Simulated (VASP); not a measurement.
# Bi2Se3 (R-3m) in VASP: settings compared, part 2 of 2

VASP 6.6.1. Earlier steps stand in the parts before.

## 3. Single point, LDA

This run uses another cell than the first one, of 28.38 Å³/atom.

Contents of INCAR:

```
PREC = Accurate ; ENCUT = 520
EDIFF = 1E-6 ; ISMEAR = -1
SIGMA = 0.05 ; LREAL = F
LASPH = T ; NELM = 80
ALGO = Normal ; ISIF = 2
LWAVE = F ; LCHARG = T
LELF = T ; LVHAR = T
NBANDS = 32
```

Contents of KPOINTS:

```
Automatic mesh
0
Gamma
  8 8 8
```

Contents of POSCAR:

```
Bi2Se3
1.0
    2.0715000000      1.1959810826      9.5453333333
   -2.0715000000      1.1959810826      9.5453333333
    0.0000000000     -2.3919621653      9.5453333333
Bi Se
2 3
Direct
    0.5992000000      0.5992000000      0.5992000000
    0.4008000000      0.4008000000      0.4008000000
    0.7883000000      0.7883000000      0.7883000000
    0.2117000000      0.2117000000      0.2117000000
    0.0000000000      0.0000000000      0.0000000000
```

Potentials or basis: VASP PAW LDA potentials, release 64 (Bi_d, Se).

Run with:

```sh
$ cat potpaw_LDA.64/Bi_d/POTCAR potpaw_LDA.64/Se/POTCAR > POTCAR
$ mpirun -np 1 vasp_std > vasp.out
```

OUTCAR:

```text
PREC = Accurate
   ENCUT = 520
   EDIFF = 1E-6
   ISMEAR = -1
   LREAL = F
   LASPH = T
   NELM = 80
   ISIF = 2

 ion  position               nearest neighbor table
   1  0.599  0.599  0.599-   4 2.85   4 2.85   4 2.85   5 3.07   5 3.07   5 3.07
   2  0.401  0.401  0.401-   3 2.85   3 2.85   3 2.85   5 3.07   5 3.07   5 3.07
   3  0.788  0.788  0.788-   2 2.85   2 2.85   2 2.85
   4  0.212  0.212  0.212-   1 2.85   1 2.85   1 2.85
   5  0.000  0.000  0.000-   1 3.07   1 3.07   2 3.07   2 3.07   1 3.07   2 3.07

  LATTYP: Found a trigonal (rhomboedric) cell.
 ALAT       =     9.8404710987
 COS(alpha) =     0.9113725833

  Lattice vectors:

 A1 = (   2.0715000000,   1.1959810826,   9.5453333333)
 A2 = (  -2.0715000000,   1.1959810826,   9.5453333333)
 A3 = (   0.0000000000,  -2.3919621653,   9.5453333333)

Analysis of symmetry for initial positions (statically):
=====================================================================
 Subroutine PRICEL returns:
 Original cell was already a primitive cell.

 Routine SETGRP: Setting up the symmetry group for a
 trigonal (rhombohedral) supercell.

 Subroutine GETGRP returns: Found 12 space group operations
 (whereof 12 operations were pure point group operations)
 out of a pool of 12 trial point group operations.

The static configuration has the point symmetry D_3d.

Analysis of symmetry for dynamics (positions and initial velocities):
=====================================================================
 Subroutine PRICEL returns:
 Original cell was already a primitive cell.

 Routine SETGRP: Setting up the symmetry group for a
 trigonal (rhombohedral) supercell.

 Subroutine GETGRP returns: Found 12 space group operations
[... 125 lines left out ...]
   EFERMI_NEDOS =   21; number of points for ismear=-14 and -15
   IALGO  =     38    algorithm
   IMIX   =      4    mixing-type and parameters
     AMIX     =   0.40;   BMIX     =  1.00
     AMIX_MAG =   1.60;   BMIX_MAG =  1.00
  volume/ion in A,a.u.               =      28.38       191.50
  Fermi-wavevector in a.u.,A,eV,Ry     =   1.140700  2.155610 17.703848  1.301196
  Thomas-Fermi vector in A             =   2.277401
   LORBIT       =      0    0 simple, 1 ext, 2 COOP (PROOUT), +10 PAW based schemes
   GGA     = CA    functional components
   LHFCALC =     F    Hartree Fock is set to
   AEXX    =    0.0000 exact exchange contribution
   IVDW    =     0    specifies the selected vdW correction
   LEPSILON=     F    determine dielectric tensor
   LRPA    =     F    only Hartree local field effects (RPA)
 non-spin polarized calculation
  energy-cutoff  :      520.00
  volume of cell :      141.89
 maximum number of plane-waves:      3857
 NGX is ok and might be reduce to    80
   NGX = 37   NGY = 37   NGZ = 37

 number of electron      47.9999997 magnetization

 Free energy of the ion-electron system (eV)
  ---------------------------------------------------
  ext. energy  EPLUGINS =         0.00000000
  ---------------------------------------------------
  free energy    TOTEN  =       -23.39728040 eV

  energy without entropy =      -23.39689968  energy(sigma->0) =      -23.39709004

 E-fermi :   4.9022     XC(G=0):  -9.7991

 val. band max:        4.8536689187   @ k =   0.0000   0.0000   0.0000
 cond. band min:       4.9432128841   @ k =   0.0000   0.0000   0.0000
 fundamental gap:      0.0895439654
 Fermi energy:         4.9021625840

 k-point     1 :       0.0000    0.0000    0.0000
  band No.  band energies     occupation
      1     -18.2047      2.00000
      2     -18.2047      2.00000
      3     -18.2027      2.00000
      4     -18.2027      2.00000
      5     -18.1909      2.00000
      6     -18.1882      2.00000
[... 829 lines left out ...]
     31       9.4384      0.00000
     32      11.0622      0.00000

 [... further k-points ...]

------------------------ aborting loop because EDIFF is reached ----------------------------------------

  FORCE on cell =-STRESS in cart. coord.  units (eV):
  Direction    XX          YY          ZZ          XY          YZ          ZX
  --------------------------------------------------------------------------------------
  -------------------------------------------------------------------------------------
  Total       -1.4300862     -1.4300862     -1.5423214      0.0000000      0.0000000      0.0000000
  in kB      -16.1480914    -16.1480914    -17.4154170      0.0000000      0.0000000      0.0000000
  external PRESSURE =     -16.5705332 kB  Pullay stress =       0.0000000 kB

 VOLUME and BASIS-vectors are now :
 -----------------------------------------------------------------------------
  energy-cutoff  :      520.00
  volume of cell :      141.89
      direct lattice vectors                 reciprocal lattice vectors
     2.071500000  1.195981083  9.545333333     0.241370987  0.139355604  0.034921078
    -2.071500000  1.195981083  9.545333333    -0.241370987  0.139355604  0.034921078
     0.000000000 -2.391962165  9.545333333     0.000000000 -0.278711209  0.034921078

 POSITION                                       TOTAL-FORCE (eV/Angst)
 -----------------------------------------------------------------------------------
      0.00000     -0.00000     17.15869         0.000000     -0.000000      0.135840
      0.00000     -0.00000     11.47731         0.000000      0.000000     -0.135840
      0.00000     -0.00000     22.57376         0.000000     -0.000000      0.019163
      0.00000     -0.00000      6.06224         0.000000      0.000000     -0.019163
      0.00000      0.00000      0.00000         0.000000      0.000000     -0.000000
 -----------------------------------------------------------------------------------
    total drift:                                0.000000      0.000000     -0.000000

  FREE ENERGIE OF THE ION-ELECTRON SYSTEM (eV)
  ---------------------------------------------------
  free  energy   TOTEN  =       -23.3972804038 eV

  energy  without entropy=      -23.3968996754  energy(sigma->0) =      -23.39709004
```

OSZICAR:

```text
N       E                     dE             d eps       ncg     rms          rms(c)
DAV:   1     0.466372287480E+03    0.46637E+03   -0.22731E+04  4160   0.155E+03
DAV:   2     0.320067274699E+02   -0.43437E+03   -0.41581E+03  4216   0.413E+02
DAV:   3    -0.218285908119E+02   -0.53835E+02   -0.51046E+02  5512   0.151E+02
DAV:   4    -0.241168980416E+02   -0.22883E+01   -0.22770E+01  4528   0.326E+01
DAV:   5    -0.242008145976E+02   -0.83917E-01   -0.83900E-01  5992   0.652E+00    0.525E+00
DAV:   6    -0.234119763995E+02    0.78884E+00   -0.10150E+00  5760   0.727E+00    0.328E+00
DAV:   7    -0.234024099222E+02    0.95665E-02   -0.31208E-01  4624   0.238E+00    0.170E+00
DAV:   8    -0.233982215605E+02    0.41884E-02   -0.38124E-02  4912   0.103E+00    0.505E-01
DAV:   9    -0.233972742882E+02    0.94727E-03   -0.23719E-03  5392   0.366E-01    0.113E-01
DAV:  10    -0.233972731214E+02    0.11668E-05   -0.59981E-04  4800   0.137E-01    0.479E-02
DAV:  11    -0.233972760871E+02   -0.29657E-05   -0.70152E-05  4864   0.547E-02    0.272E-02
DAV:  12    -0.233972807876E+02   -0.47005E-05   -0.27141E-05  4280   0.234E-02    0.837E-03
DAV:  13    -0.233972804038E+02    0.38383E-06   -0.20720E-06  3216   0.119E-02
   1 F= -.23397280E+02 E0= -.23397090E+02  d E =-.380728E-03
```

It took 17 min on 1 thread of AMD EPYC 9R45 (Zen 5), shared host; peak memory 0.79 GiB.

Results:

* Free energy: -23.3973 eV
* Pressure: -1.7 GPa
* Largest force: 0.136 eV/Å
* Band gap on the k mesh: 0.09 eV

Forces in eV/Å, atoms in the order of the input:
```
Bi   0.000  0.000  0.136
Bi   0.000  0.000 -0.136
Se   0.000  0.000  0.019
Se   0.000  0.000 -0.019
Se   0.000  0.000  0.000
```

Stress tensor (GPa, compression positive):
```
-1.61  0.00  0.00
 0.00 -1.61  0.00
 0.00  0.00 -1.74
```

Caveat: spin-orbit coupling is left out, which moves the levels of the heavy elements. A k mesh can miss the band edges.
